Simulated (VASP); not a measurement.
# Au (I4/mmm) in VASP: a series of runs

The runs below take Au through single point, with r2SCAN.

All numbers are computed with VASP 6.6.1; they aren't measurements. Logs are shortened: lines on timing, memory, paths and dates and some standing lists are left out, and cuts for length are marked.

## 1. The cell of the first run

The structure is tetragonal, space group I4/mmm (No. 139). The conventional cell has a = 3.357 Å, b = 3.357 Å, c = 3.275 Å, α = 90.00°, β = 90.00°, γ = 90.00°. Within 3.8 Å of Au (site symmetry 4/mmm) lie 14 Au at 2.88 to 3.36 Å.

## 2. Single point, r2SCAN (strain +0.025 along x and y, +0.000 along z)

Contents of POSCAR:

```
Au
1.0
   -1.6786301820      1.6786301820      1.6376879824
    1.6786301820     -1.6786301820      1.6376879824
    1.6786301820      1.6786301820     -1.6376879824
Au
1
Direct
    0.0000000000      0.0000000000      0.0000000000
```

Contents of INCAR.step1:

```
PREC = Accurate
ENCUT = 520
ISMEAR = 0
SIGMA = 0.15
LREAL = False
LASPH = True
NELM = 60
NBANDS = 12
GGA = PE
ALGO = Normal
EDIFF = 1E-4
LWAVE = True
LCHARG = False
```

Contents of INCAR.step2:

```
PREC = Accurate
ENCUT = 520
EDIFF = 1E-7
ISMEAR = 0
SIGMA = 0.15
LREAL = False
LASPH = True
NELM = 60
ALGO = Normal
ISIF = 2
LWAVE = False
LCHARG = False
METAGGA = R2SCAN
LMIXTAU = True
NBANDS = 12
ISTART = 1
```

Contents of KPOINTS:

```
Automatic mesh
0
Gamma
  26 26 26
```

Potentials or basis: VASP PAW PBE potentials, release 64 (Au).

Started as:

```console
cat potpaw_PBE.64/Au/POTCAR > POTCAR
cp INCAR.step1 INCAR
mpirun -np 1 vasp_std > vasp.out
cp INCAR.step2 INCAR
mpirun -np 1 vasp_std > vasp.out
```

OUTCAR:

```text
PREC = Accurate
   ENCUT = 520
   EDIFF = 1E-7
   ISMEAR = 0
   LREAL = False
   LASPH = True
   NELM = 60
   ISIF = 2
   METAGGA = R2SCAN
   ISTART = 1

 ion  position               nearest neighbor table
   1  0.000  0.000  0.000-

  LATTYP: Found a body centered tetragonal cell.
 ALAT       =     3.3572603640
 C/A-ratio  =     0.9756097561

  Lattice vectors:

 A1 = (  -1.6786301820,   1.6786301820,   1.6376879824)
 A2 = (   1.6786301820,  -1.6786301820,   1.6376879824)
 A3 = (   1.6786301820,   1.6786301820,  -1.6376879824)

Analysis of symmetry for initial positions (statically):
=====================================================================
 Subroutine PRICEL returns:
 Original cell was already a primitive cell.

 Routine SETGRP: Setting up the symmetry group for a
 body centered tetragonal supercell.

 Subroutine GETGRP returns: Found 16 space group operations
 (whereof 16 operations were pure point group operations)
 out of a pool of 16 trial point group operations.

The static configuration has the point symmetry D_4h.

Analysis of symmetry for dynamics (positions and initial velocities):
=====================================================================
 Subroutine PRICEL returns:
 Original cell was already a primitive cell.

 Routine SETGRP: Setting up the symmetry group for a
 body centered tetragonal supercell.

 Subroutine GETGRP returns: Found 16 space group operations
 (whereof 16 operations were pure point group operations)
 out of a pool of 16 trial point group operations.

The dynamic configuration has the point symmetry D_4h.

 Subroutine INISYM returns: Found 16 space group operations
 (whereof 16 operations are pure point group operations),
 and found     1 'primitive' translations

----------------------------------------------------------------------------------------

                                     Primitive cell

  volume of cell :      18.4587

  direct lattice vectors                    reciprocal lattice vectors
    -1.678630182  1.678630182  1.637687982     0.000000000  0.297861915  0.305308463
     1.678630182 -1.678630182  1.637687982     0.297861915  0.000000000  0.305308463
     1.678630182  1.678630182 -1.637687982     0.297861915  0.297861915  0.000000000

  length of vectors
     2.884028520  2.884028520  2.884028520     0.426538366  0.426538366  0.421240359

  position of ions in fractional coordinates (direct lattice)
     0.000000000  0.000000000  0.000000000

  ion indices of the primitive-cell ions
[... 83 lines left out ...]
   TEBEG  =    0.0;   TEEND  =   0.0 temperature during run
   PSTRESS=    0.0 pullay stress
   NELECT =      11.0000    total number of electrons
   NUPDOWN=      -1.0000    fix difference up-down
   EMIN   =  10.00;   EMAX   =-10.00  energy-range for DOS
   EFERMI =   0.00;   METHOD = LEGACY
   ISMEAR =     0;   SIGMA  =   0.15  broadening in eV -4-tet -1-fermi 0-gaus
   EFERMI_NEDOS =   21; number of points for ismear=-14 and -15
   IALGO  =     38    algorithm
   IMIX   =      4    mixing-type and parameters
     AMIX     =   0.40;   BMIX     =  1.00
     AMIX_MAG =   1.60;   BMIX_MAG =  1.00
  volume/ion in A,a.u.               =      18.46       124.57
  Fermi-wavevector in a.u.,A,eV,Ry     =   1.377649  2.603380 25.822734  1.897917
  Thomas-Fermi vector in A             =   2.502783
   LORBIT       =      0    0 simple, 1 ext, 2 COOP (PROOUT), +10 PAW based schemes
   METAGGA = R2SCAN    functional components
   LHFCALC =     F    Hartree Fock is set to
   AEXX    =    0.0000 exact exchange contribution
   IVDW    =     0    specifies the selected vdW correction
   LEPSILON=     F    determine dielectric tensor
   LRPA    =     F    only Hartree local field effects (RPA)
 non-spin polarized calculation
 Gauss-broadening in eV      SIGMA  =   0.15
  energy-cutoff  :      520.00
  volume of cell :       18.46
 maximum number of plane-waves:       519
 NGX is ok and might be reduce to    24
   NGX = 11   NGY = 11   NGZ = 11

 number of electron      10.9999999 magnetization

 Free energy of the ion-electron system (eV)
  ---------------------------------------------------
  ext. energy  EPLUGINS =         0.00000000
  ---------------------------------------------------
  free energy    TOTEN  =       -50.56087750 eV

  energy without entropy =      -50.55755048  energy(sigma->0) =      -50.55921399

 E-fermi :   8.1191     XC(G=0): -13.0619

 val. band max:        8.1167526725   @ k =  -0.3462   0.3846   0.2692
 cond. band min:       8.1201433946   @ k =  -0.2692  -0.2692   0.0769
 fundamental gap:      0.0033907221
 Fermi energy:         8.1191328033

 k-point     1 :       0.0000    0.0000    0.0000
  band No.  band energies     occupation
      1      -1.1669      2.00000
      2       3.2552      2.00000
      3       3.4023      2.00000
      4       3.4023      2.00000
      5       4.9993      2.00000
      6       5.1688      2.00000
      7      25.2900      0.00000
      8      25.2900      0.00000
      9      25.7386      0.00000
     10      31.6060      0.00000
     11      31.6060      0.00000
     12      32.3579      0.00000
[... 331 lines left out ...]
 k-point    24 :       0.3846    0.0385    0.0000
  band No.  band energies     occupation
      1       1.3265      2.00000
      2       2.4196      2.00000
      3       4.8680      2.00000
      4       5.2574      2.00000
      5       5.8059      2.00000
      6       6.5976      2.00000
      7      13.7886      0.00000
      8      21.3315      0.00000
      9      22.3883      0.00000
     10      29.2463      0.00000
     11      29.6424      0.00000
     12      32.1603      0.00000

 [... further k-points ...]

------------------------ aborting loop because EDIFF is reached ----------------------------------------

  FORCE on cell =-STRESS in cart. coord.  units (eV):
  Direction    XX          YY          ZZ          XY          YZ          ZX
  --------------------------------------------------------------------------------------
  -------------------------------------------------------------------------------------
  Total       -0.6888674     -0.6888674     -0.7137422      0.0000000      0.0000000      0.0000000
  in kB      -59.7922654    -59.7922654    -61.9513490      0.0000000      0.0000000      0.0000000
  external PRESSURE =     -60.5119599 kB  Pullay stress =       0.0000000 kB

 VOLUME and BASIS-vectors are now :
 -----------------------------------------------------------------------------
  energy-cutoff  :      520.00
  volume of cell :       18.46
      direct lattice vectors                 reciprocal lattice vectors
    -1.678630182  1.678630182  1.637687982     0.000000000  0.297861915  0.305308463
     1.678630182 -1.678630182  1.637687982     0.297861915  0.000000000  0.305308463
     1.678630182  1.678630182 -1.637687982     0.297861915  0.297861915  0.000000000

 POSITION                                       TOTAL-FORCE (eV/Angst)
 -----------------------------------------------------------------------------------
      0.00000      0.00000      0.00000         0.000000     -0.000000      0.000000
 -----------------------------------------------------------------------------------
    total drift:                                0.000000      0.000000     -0.000000

  FREE ENERGIE OF THE ION-ELECTRON SYSTEM (eV)
  ---------------------------------------------------
  free  energy   TOTEN  =       -50.5608774982 eV

  energy  without entropy=      -50.5575504807  energy(sigma->0) =      -50.55921399
```

OUTCAR.step1:

```text
PREC = Accurate
   ENCUT = 520
   ISMEAR = 0
   LREAL = False
   LASPH = True
   NELM = 60
[... 576 lines left out ...]

 POSITION                                       TOTAL-FORCE (eV/Angst)
 -----------------------------------------------------------------------------------
      0.00000      0.00000      0.00000        -0.000000      0.000000      0.000000
 -----------------------------------------------------------------------------------
    total drift:                                0.000000      0.000000     -0.000000

  FREE ENERGIE OF THE ION-ELECTRON SYSTEM (eV)
  ---------------------------------------------------
  free  energy   TOTEN  =        -3.1980619966 eV

  energy  without entropy=       -3.1949390447  energy(sigma->0) =       -3.19650052
```

OSZICAR.step1:

```text
N       E                     dE             d eps       ncg     rms          rms(c)
DAV:   1     0.487654924143E+02    0.48765E+02   -0.55319E+03 33232   0.808E+02
DAV:   2    -0.277438039073E+01   -0.51540E+02   -0.48592E+02 37736   0.182E+02
DAV:   3    -0.346508581019E+01   -0.69071E+00   -0.69007E+00 37724   0.204E+01
DAV:   4    -0.346745395410E+01   -0.23681E-02   -0.23681E-02 36344   0.138E+00
DAV:   5    -0.346747254203E+01   -0.18588E-04   -0.18588E-04 37568   0.118E-01    0.713E+00
DAV:   6    -0.321371070299E+01    0.25376E+00   -0.76239E-01 34340   0.682E+00    0.477E+00
DAV:   7    -0.319984879544E+01    0.13862E-01   -0.46491E-02 36928   0.171E+00    0.255E+00
DAV:   8    -0.319807514002E+01    0.17737E-02   -0.96993E-04 34896   0.261E-01    0.225E-01
DAV:   9    -0.319806199660E+01    0.13143E-04   -0.63996E-06 19656   0.215E-02
   1 F= -.31980620E+01 E0= -.31965005E+01  d E =-.312295E-02
```

Run time: 6.4 min. Hardware: 1 thread of Intel Xeon 6975P-C (Granite Rapids), shared host; peak memory 0.39 GiB.

Results:

- Free energy: -50.5609 eV
- Pressure: -6.1 GPa

Stress tensor (GPa, compression positive):
```
-5.98  0.00  0.00
 0.00 -5.98  0.00
 0.00  0.00 -6.20
```

Levels at points of the mesh, in eV from the Fermi level:
```
           k point  band 4  band 5  band 6  band 7  band 8  band 9
(0.00, 0.00, 0.00)   -4.72   -3.12   -2.95   17.17   17.17   17.62
(0.50, 0.00, 0.00)   -2.82   -1.62   -0.12    3.24   12.84   13.68
(0.50, 0.50, 0.00)   -2.93   -1.65   -0.26    3.04   13.22   14.25
(0.50, 0.50, 0.50)   -1.99   -1.94    6.27    6.27    6.99    9.09
```

Caveat: the cell differs from its parent crystal (strain +0.025 along x and y, +0.000 along z); the PAW data sets were made with another functional, which shifts forces and pressure a little; spin-orbit coupling is left out, which moves the levels of the heavy elements.

## 3. Single point, r2SCAN (strain +0.025 along x and y, -0.025 along z)

Contents of POSCAR:

```
Au
1.0
   -1.6786301820      1.6786301820      1.5967457828
    1.6786301820     -1.6786301820      1.5967457828
    1.6786301820      1.6786301820     -1.5967457828
Au
1
Direct
    0.0000000000      0.0000000000      0.0000000000
```

Contents of INCAR.step1:

```
PREC = Accurate ; ENCUT = 520
ISMEAR = 0 ; SIGMA = 0.15
LREAL = False ; LASPH = True
NELM = 100 ; NBANDS = 12
GGA = PE ; ALGO = Normal
EDIFF = 1E-4 ; LWAVE = True
LCHARG = False
```

Contents of INCAR.step2:

```
PREC = Accurate ; ENCUT = 520
EDIFF = 1E-6 ; ISMEAR = 0
SIGMA = 0.15 ; LREAL = False
LASPH = True ; NELM = 100
ALGO = Normal ; ISIF = 2
LWAVE = False ; LCHARG = False
METAGGA = R2SCAN ; LMIXTAU = True
NBANDS = 12 ; ISTART = 1
```

Contents of KPOINTS:

```
regular mesh
0
Gamma
  26 26 26
```

Potentials or basis: VASP PAW PBE potentials, release 64 (Au).

Started as:

```console
cat potpaw_PBE.64/Au/POTCAR > POTCAR
cp INCAR.step1 INCAR
mpirun -np 1 vasp_std > vasp.out
cp INCAR.step2 INCAR
mpirun -np 1 vasp_std > vasp.out
```

Wall time 4.6 min (1 thread of Intel Xeon 6975P-C (Granite Rapids), shared host); peak memory 0.38 GiB.

Results (log left out):

```
Free energy : -50.5745 eV
Pressure    : -2.9 GPa
```

Stress tensor (GPa, compression positive):
```
-2.73  0.00  0.00
 0.00 -2.73  0.00
 0.00  0.00 -3.32
```

Levels at points of the mesh, in eV from the Fermi level:
| k point | band 2 | band 3 | band 4 | band 5 | band 6 | band 7 | band 8 | band 9 | band 10 | band 11 |
| --- | --- | --- | --- | --- | --- | --- | --- | --- | --- | --- |
| (0.00, 0.00, 0.00) | -5.10 | -4.78 | -4.78 | -3.29 | -2.92 | 17.03 | 17.03 | 17.99 | 23.72 | 23.72 |
| (0.50, 0.00, 0.00) | -6.02 | -3.20 | -2.76 | -1.61 | -0.18 | 3.47 | 12.76 | 13.69 | 21.43 | 22.12 |
| (0.50, 0.50, 0.00) | -5.68 | -3.49 | -3.03 | -1.67 | -0.46 | 3.05 | 13.52 | 14.87 | 22.86 | 22.91 |
| (0.50, 0.50, 0.50) | -6.69 | -2.02 | -2.02 | -1.91 | 6.06 | 6.06 | 7.55 | 9.32 | 15.58 | 16.70 |

Caveat: the cell differs from its parent crystal (strain +0.025 along x and y, -0.025 along z); the PAW data sets were made with another functional, which shifts forces and pressure a little; spin-orbit coupling is left out, which moves the levels of the heavy elements.

## 4. Single point, r2SCAN (strain +0.000 along x and y, +0.025 along z)

Contents of POSCAR:

```
Au
1.0
   -1.6376879824      1.6376879824      1.6786301820
    1.6376879824     -1.6376879824      1.6786301820
    1.6376879824      1.6376879824     -1.6786301820
Au
1
Direct
    0.0000000000      0.0000000000      0.0000000000
```

Contents of INCAR.step1:

```
  PREC = Accurate
  ENCUT = 520
  ISMEAR = 0
  SIGMA = 0.15
  LREAL = F
  LASPH = T
  NELM = 60
  NBANDS = 12
  GGA = PE
  ALGO = Normal
  EDIFF = 1E-4
  LWAVE = T
  LCHARG = F
```

Contents of INCAR.step2:

```
  PREC = Accurate
  ENCUT = 520
  EDIFF = 1E-6
  ISMEAR = 0
  SIGMA = 0.15
  LREAL = F
  LASPH = T
  NELM = 60
  ALGO = Normal
  ISIF = 2
  LWAVE = F
  LCHARG = T
  METAGGA = R2SCAN
  LMIXTAU = T
  LELF = T
  LVHAR = T
  NBANDS = 12
  ISTART = 1
```

KPOINTS is that of step 3.

Potentials or basis: VASP PAW PBE potentials, release 64 (Au).

Started as:

```console
cat potpaw_PBE.64/Au/POTCAR > POTCAR
cp INCAR.step1 INCAR
mpirun -np 1 vasp_std > vasp.out
cp INCAR.step2 INCAR
mpirun -np 1 vasp_std > vasp.out
```

OUTCAR:

```text
PREC = Accurate
   ENCUT = 520
   EDIFF = 1E-6
   ISMEAR = 0
   LREAL = F
   LASPH = T
   NELM = 60
   ISIF = 2
   METAGGA = R2SCAN
   ISTART = 1

 ion  position               nearest neighbor table
   1  0.000  0.000  0.000-

  LATTYP: Found a body centered tetragonal cell.
 ALAT       =     3.2753759648
 C/A-ratio  =     1.0250000000

  Lattice vectors:

 A1 = (  -1.6376879824,   1.6376879824,   1.6786301820)
[... 538 lines left out ...]
      9      23.3279      0.00000
     10      30.3399      0.00000
     11      30.6117      0.00000
     12      32.6228      0.00000

 [... further k-points ...]

------------------------ aborting loop because EDIFF is reached ----------------------------------------

  FORCE on cell =-STRESS in cart. coord.  units (eV):
  Direction    XX          YY          ZZ          XY          YZ          ZX
  --------------------------------------------------------------------------------------
  -------------------------------------------------------------------------------------
  Total       -0.3505400     -0.3505400     -0.3216123      0.0000000      0.0000000      0.0000000
  in kB      -31.1868010    -31.1868010    -28.6131685      0.0000000      0.0000000      0.0000000
  external PRESSURE =     -30.3289235 kB  Pullay stress =       0.0000000 kB

 VOLUME and BASIS-vectors are now :
 -----------------------------------------------------------------------------
  energy-cutoff  :      520.00
  volume of cell :       18.01
      direct lattice vectors                 reciprocal lattice vectors
    -1.637687982  1.637687982  1.678630182     0.000000000  0.305308463  0.297861915
     1.637687982 -1.637687982  1.678630182     0.305308463  0.000000000  0.297861915
     1.637687982  1.637687982 -1.678630182     0.305308463  0.305308463  0.000000000

 POSITION                                       TOTAL-FORCE (eV/Angst)
 -----------------------------------------------------------------------------------
      0.00000      0.00000      0.00000         0.000000     -0.000000      0.000000
 -----------------------------------------------------------------------------------
    total drift:                                0.000000     -0.000000     -0.000000

  FREE ENERGIE OF THE ION-ELECTRON SYSTEM (eV)
  ---------------------------------------------------
  free  energy   TOTEN  =       -50.5736059453 eV

  energy  without entropy=      -50.5707596600  energy(sigma->0) =      -50.57218280
```

OSZICAR.step1:

```text
N       E                     dE             d eps       ncg     rms          rms(c)
DAV:   1     0.487811844181E+02    0.48781E+02   -0.55452E+03 33400   0.810E+02
DAV:   2    -0.278654543916E+01   -0.51568E+02   -0.48667E+02 37772   0.184E+02
DAV:   3    -0.347286235258E+01   -0.68632E+00   -0.68562E+00 37848   0.205E+01
DAV:   4    -0.347523751756E+01   -0.23752E-02   -0.23751E-02 36336   0.139E+00
DAV:   5    -0.347525576249E+01   -0.18245E-04   -0.18244E-04 37440   0.117E-01    0.769E+00
DAV:   6    -0.322020014090E+01    0.25506E+00   -0.74234E-01 34364   0.678E+00    0.506E+00
DAV:   7    -0.320468564000E+01    0.15515E-01   -0.52037E-02 37072   0.182E+00    0.263E+00
DAV:   8    -0.320274577469E+01    0.19399E-02   -0.10868E-03 34884   0.277E-01    0.234E-01
DAV:   9    -0.320273224909E+01    0.13526E-04   -0.64988E-06 19848   0.222E-02
   1 F= -.32027322E+01 E0= -.32013642E+01  d E =-.273612E-02
```

Run time: 4.4 min. Hardware: 1 thread of Intel Xeon 6975P-C (Granite Rapids), shared host; peak memory 0.38 GiB.

Results:

- Free energy: -50.5736 eV
- Pressure: -3.0 GPa

Caveat: the cell differs from its parent crystal (strain +0.000 along x and y, +0.025 along z); the PAW data sets were made with another functional, which shifts forces and pressure a little; spin-orbit coupling is left out, which moves the levels of the heavy elements.

(Continued in part 2 of 2.)
